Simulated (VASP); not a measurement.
# HfN (F-43m) in VASP: single point with PBEsol

Aim: the single point of HfN with PBEsol.

All numbers are computed with VASP 6.6.1; they aren't measurements. Logs are shortened: lines on timing, memory, paths and dates and some standing lists are left out, and cuts for length are marked.

## (1) The cell of the first run

Symmetry: F-43m, No. 216, cubic system. The conventional cell has a = 4.910 Å, b = 4.910 Å, c = 4.910 Å, α = 90.00°, β = 90.00°, γ = 90.00°. Within 2.8 Å of Hf (site symmetry -43m) lie 4 N at 2.13 Å. Within 2.8 Å of N (site symmetry -43m) lie 4 Hf at 2.13 Å.

## (2) Single point, PBEsol

File INCAR:

```
ALGO = Normal ; EDIFF = 1E-6
ENCUT = 520 ; GGA = PS
ISIF = 2 ; ISMEAR = 0
LASPH = T ; LCHARG = F
LREAL = F ; LWAVE = F
NBANDS = 14 ; NELM = 60
PREC = Accurate ; SIGMA = 0.1
```

File KPOINTS:

```
k-points
0
Gamma
  8 8 8
```

File POSCAR:

```
HfN
1.0
    0.0000000000      2.4548220000      2.4548220000
    2.4548220000      0.0000000000      2.4548220000
    2.4548220000      2.4548220000      0.0000000000
Hf N
1 1
Direct
    0.0000000000      0.0000000000      0.0000000000
    0.7500000000      0.7500000000      0.7500000000
```

Potentials or basis: VASP PAW PBE potentials, release 64 (Hf_pv, N).

Run with:

```
cat potpaw_PBE.64/Hf_pv/POTCAR potpaw_PBE.64/N/POTCAR > POTCAR
mpirun -np 1 vasp_std > vasp.out
```

OUTCAR:

```text
EDIFF = 1E-6
   ENCUT = 520
   GGA = PS
   ISIF = 2
   ISMEAR = 0
   LASPH = T
   LREAL = F
   NELM = 60
   PREC = Accurate

 ion  position               nearest neighbor table
   1  0.000  0.000  0.000-   2 2.13   2 2.13   2 2.13   2 2.13
   2  0.750  0.750  0.750-   1 2.13   1 2.13   1 2.13   1 2.13

  LATTYP: Found a face centered cubic cell.
 ALAT       =     4.9096440000

  Lattice vectors:

 A1 = (   0.0000000000,   2.4548220000,   2.4548220000)
 A2 = (   2.4548220000,   0.0000000000,   2.4548220000)
 A3 = (   2.4548220000,   2.4548220000,   0.0000000000)

Analysis of symmetry for initial positions (statically):
=====================================================================
 Subroutine PRICEL returns:
 Original cell was already a primitive cell.

 Routine SETGRP: Setting up the symmetry group for a
 face centered cubic supercell.

 Subroutine GETGRP returns: Found 24 space group operations
 (whereof 24 operations were pure point group operations)
 out of a pool of 48 trial point group operations.

The static configuration has the point symmetry T_d .

Analysis of symmetry for dynamics (positions and initial velocities):
=====================================================================
 Subroutine PRICEL returns:
 Original cell was already a primitive cell.

 Routine SETGRP: Setting up the symmetry group for a
 face centered cubic supercell.

 Subroutine GETGRP returns: Found 24 space group operations
 (whereof 24 operations were pure point group operations)
 out of a pool of 48 trial point group operations.

The dynamic configuration has the point symmetry T_d .

 Subroutine INISYM returns: Found 24 space group operations
 (whereof 24 operations are pure point group operations),
 and found     1 'primitive' translations

----------------------------------------------------------------------------------------

                                     Primitive cell

  volume of cell :      29.5863

  direct lattice vectors                    reciprocal lattice vectors
     0.000000000  2.454822000  2.454822000    -0.203680756  0.203680756  0.203680756
     2.454822000  0.000000000  2.454822000     0.203680756 -0.203680756  0.203680756
     2.454822000  2.454822000  0.000000000     0.203680756  0.203680756 -0.203680756

  length of vectors
     3.471642566  3.471642566  3.471642566     0.352785417  0.352785417  0.352785417

  position of ions in fractional coordinates (direct lattice)
     0.000000000  0.000000000  0.000000000
     0.750000000  0.750000000  0.750000000

  ion indices of the primitive-cell ions
   primitive index   ion index
                 1           1
                 2           2

----------------------------------------------------------------------------------------

 KPOINTS: k-points

Automatic generation of k-mesh.
 Grid dimensions read from file:
 generate k-points for:    8    8    8

 Generating k-lattice:

  Cartesian coordinates                     Fractional coordinates (reciprocal lattice)
    -0.025460094  0.025460094  0.025460094     0.125000000  0.000000000  0.000000000
     0.025460094 -0.025460094  0.025460094     0.000000000  0.125000000  0.000000000
     0.025460094  0.025460094 -0.025460094     0.000000000  0.000000000  0.125000000

  Length of vectors
     0.044098177  0.044098177  0.044098177

  Shift w.r.t. Gamma in fractional coordinates (k-lattice)
     0.000000000  0.000000000  0.000000000

 Subroutine IBZKPT returns following result:
 ===========================================

 Found     29 irreducible k-points:

 Following reciprocal coordinates:
            Coordinates               Weight
  0.000000  0.000000  0.000000      1.000000
  0.125000  0.000000  0.000000      8.000000
  0.250000  0.000000  0.000000      8.000000
  0.375000  0.000000  0.000000      8.000000
  0.500000  0.000000  0.000000      4.000000
  0.125000  0.125000  0.000000      6.000000
[... 16 lines left out ...]
  0.500000  0.250000  0.125000     48.000000
 -0.375000  0.250000  0.125000     24.000000
 [... further k-points ...]
   k-points           NKPTS =     29   k-points in BZ     NKDIM =     29   number of bands    NBANDS=     14
   number of dos      NEDOS =    301   number of ions     NIONS =      2
   total plane-waves  NPLWV =  21952
   dimension x,y,z NGX =    28 NGY =   28 NGZ =   28
   dimension x,y,z NGXF=    56 NGYF=   56 NGZF=   56
   ions per type =               1   1
   NGX,Y,Z   is equivalent  to a cutoff of  13.41, 13.41, 13.41 a.u.
   NGXF,Y,Z  is equivalent  to a cutoff of  26.82, 26.82, 26.82 a.u.
 SYSTEM =  unknown system
   PREC   = accura    normal or accurate (medium, high low for compatibility)
   ISTART =      0    job   : 0-new  1-cont  2-samecut
   ICHARG =      2    charge: 1-file 2-atom 10-const
   ISPIN  =      1    spin polarized calculation?
   LNONCOLLINEAR =      F non collinear calculations
   LSORBIT =      F    spin-orbit coupling
   LASPH  =      T    aspherical Exc in radial PAW
   ENCUT  =  520.0 eV  38.22 Ry    6.18 a.u.   6.45  6.45  6.45*2*pi/ulx,y,z
   NELM   =     60;   NELMIN=  2; NELMDL= -5     # of ELM steps
   EDIFF  = 0.1E-05   stopping-criterion for ELM
   LREAL  =      F    real-space projection
   EDIFFG = 0.1E-04   stopping-criterion for IOM
   NSW    =      0    number of steps for IOM
   IBRION =     -1    ionic relax: 0-MD 1-quasi-New 2-CG
   NFREE  =      0    steps in history (QN), initial steepest desc. (CG)
   ISIF   =      2    stress and relaxation
   ISYM   =      2    0-nonsym 1-usesym 2-fastsym
   POTIM  = 0.5000    time-step for ionic-motion
   TEBEG  =    0.0;   TEEND  =   0.0 temperature during run
   PSTRESS=    0.0 pullay stress
   NELECT =      15.0000    total number of electrons
   NUPDOWN=      -1.0000    fix difference up-down
   EMIN   =  10.00;   EMAX   =-10.00  energy-range for DOS
   EFERMI =   0.00;   METHOD = LEGACY
   ISMEAR =     0;   SIGMA  =   0.10  broadening in eV -4-tet -1-fermi 0-gaus
   EFERMI_NEDOS =   21; number of points for ismear=-14 and -15
   IALGO  =     38    algorithm
   IMIX   =      4    mixing-type and parameters
     AMIX     =   0.40;   BMIX     =  1.00
     AMIX_MAG =   1.60;   BMIX_MAG =  1.00
  volume/ion in A,a.u.               =      14.79        99.83
  Fermi-wavevector in a.u.,A,eV,Ry     =   1.305395  2.466839 23.185087  1.704056
  Thomas-Fermi vector in A             =   2.436267
   LORBIT       =      0    0 simple, 1 ext, 2 COOP (PROOUT), +10 PAW based schemes
   GGA     = PS    functional components
   LHFCALC =     F    Hartree Fock is set to
   AEXX    =    0.0000 exact exchange contribution
   IVDW    =     0    specifies the selected vdW correction
   LEPSILON=     F    determine dielectric tensor
   LRPA    =     F    only Hartree local field effects (RPA)
 non-spin polarized calculation
 Gauss-broadening in eV      SIGMA  =   0.10
  energy-cutoff  :      520.00
  volume of cell :       29.59
 maximum number of plane-waves:       821
 NGX is ok and might be reduce to    28
   NGX = 13   NGY = 13   NGZ = 13

 number of electron      15.0000001 magnetization

 Free energy of the ion-electron system (eV)
  ---------------------------------------------------
  ext. energy  EPLUGINS =         0.00000000
  ---------------------------------------------------
  free energy    TOTEN  =       -22.25863621 eV

  energy without entropy =      -22.25574991  energy(sigma->0) =      -22.25719306

 E-fermi :   5.5969     XC(G=0): -11.3951

 val. band max:        5.5608363927   @ k =  -0.3750   0.2500   0.1250
 cond. band min:       5.6653370339   @ k =   0.1250   0.0000   0.0000
 fundamental gap:      0.1045006412
 Fermi energy:         5.5969009673

 k-point     1 :       0.0000    0.0000    0.0000
  band No.  band energies     occupation
      1     -25.4462      2.00000
      2     -25.4462      2.00000
      3     -25.4462      2.00000
      4     -10.4956      2.00000
      5       0.1527      2.00000
      6       0.1527      2.00000
      7       0.1527      2.00000
      8       4.8712      2.00000
      9       7.8096      0.00000
     10       7.8096      0.00000
     11      12.1916      0.00000
     12      12.1916      0.00000
     13      12.1916      0.00000
     14      17.9221      0.00000

 k-point     2 :       0.1250    0.0000    0.0000
  band No.  band energies     occupation
      1     -25.5190      2.00000
      2     -25.4556      2.00000
      3     -25.4556      2.00000
      4     -10.3144      2.00000
      5      -0.1562      2.00000
      6       0.2625      2.00000
      7       0.2625      2.00000
      8       5.6653      0.33313
      9       7.5808      0.00000
     10       7.5808      0.00000
     11      11.8023      0.00000
     12      12.5086      0.00000
     13      12.5086      0.00000
     14      16.7807      0.00000

 k-point     3 :       0.2500    0.0000    0.0000
  band No.  band energies     occupation
      1     -25.6894      2.00000
      2     -25.4779      2.00000
      3     -25.4779      2.00000
      4      -9.9009      2.00000
      5      -0.4715      2.00000
      6       0.4996      2.00000
      7       0.4996      2.00000
      8       7.0606      0.00000
      9       7.4103      0.00000
     10       7.4103      0.00000
     11      11.1466      0.00000
     12      12.5604      0.00000
     13      12.5604      0.00000
     14      14.2260      0.00000
[... 324 lines left out ...]
 k-point    23 :       0.5000    0.2500    0.1250
  band No.  band energies     occupation
      1     -25.8283      2.00000
      2     -25.6101      2.00000
      3     -25.5318      2.00000
      4      -9.2995      2.00000
      5      -0.3775      2.00000
      6       0.6161      2.00000
      7       1.1820      2.00000
      8       5.9149      0.00001
      9       7.3042      0.00000
     10       8.6521      0.00000
     11      11.2672      0.00000
     12      11.8060      0.00000
     13      12.4167      0.00000
     14      14.9976      0.00000

 k-point    24 :      -0.3750    0.2500    0.1250
  band No.  band energies     occupation
      1     -25.8658      2.00000
      2     -25.6274      2.00000
      3     -25.5452      2.00000
      4      -9.1866      2.00000
      5       0.0811      2.00000
      6       0.3660      2.00000
      7       1.2967      2.00000
      8       5.5608      1.38997
      9       7.4552      0.00000
     10       8.4743      0.00000
     11      11.3419      0.00000
     12      11.5906      0.00000
     13      12.3522      0.00000
     14      15.4959      0.00000

 [... further k-points ...]

------------------------ aborting loop because EDIFF is reached ----------------------------------------

  FORCE on cell =-STRESS in cart. coord.  units (eV):
  Direction    XX          YY          ZZ          XY          YZ          ZX
  --------------------------------------------------------------------------------------
  -------------------------------------------------------------------------------------
  Total       -1.1270890     -1.1270890     -1.1270890      0.0000000      0.0000000      0.0000000
  in kB      -61.0349784    -61.0349784    -61.0349784      0.0000000      0.0000000      0.0000000
  external PRESSURE =     -61.0349784 kB  Pullay stress =       0.0000000 kB

 VOLUME and BASIS-vectors are now :
 -----------------------------------------------------------------------------
  energy-cutoff  :      520.00
  volume of cell :       29.59
      direct lattice vectors                 reciprocal lattice vectors
     0.000000000  2.454822000  2.454822000    -0.203680756  0.203680756  0.203680756
     2.454822000  0.000000000  2.454822000     0.203680756 -0.203680756  0.203680756
     2.454822000  2.454822000  0.000000000     0.203680756  0.203680756 -0.203680756

 POSITION                                       TOTAL-FORCE (eV/Angst)
 -----------------------------------------------------------------------------------
      0.00000      0.00000      0.00000         0.000000     -0.000000     -0.000000
      3.68223      3.68223      3.68223        -0.000000      0.000000      0.000000
 -----------------------------------------------------------------------------------
    total drift:                                0.000000      0.000000      0.000000

  FREE ENERGIE OF THE ION-ELECTRON SYSTEM (eV)
  ---------------------------------------------------
  free  energy   TOTEN  =       -22.2586362091 eV

  energy  without entropy=      -22.2557499133  energy(sigma->0) =      -22.25719306
```

Wall time 14 s (1 thread of Intel Xeon 6975P-C (Granite Rapids), shared host); peak memory 0.16 GiB.

Results:

- Free energy: -22.2586 eV
- Pressure: -6.1 GPa

Levels at points of the mesh, in eV from the Fermi level:
| k point | band 5 | band 6 | band 7 | band 8 | band 9 | band 10 | band 11 | band 12 |
| --- | --- | --- | --- | --- | --- | --- | --- | --- |
| (0.00, 0.00, 0.00) | -5.44 | -5.44 | -5.44 | -0.73 | 2.21 | 2.21 | 6.59 | 6.59 |
| (0.50, 0.00, 0.00) | -5.72 | -4.86 | -4.86 | 1.55 | 2.71 | 2.71 | 4.18 | 5.26 |
| (0.50, 0.50, 0.00) | -6.92 | -3.59 | -3.59 | -1.13 | 2.15 | 4.02 | 4.66 | 4.66 |

Caveat: the PAW data sets were made with another functional, which shifts forces and pressure a little; spin-orbit coupling is left out, which moves the levels of the heavy elements.
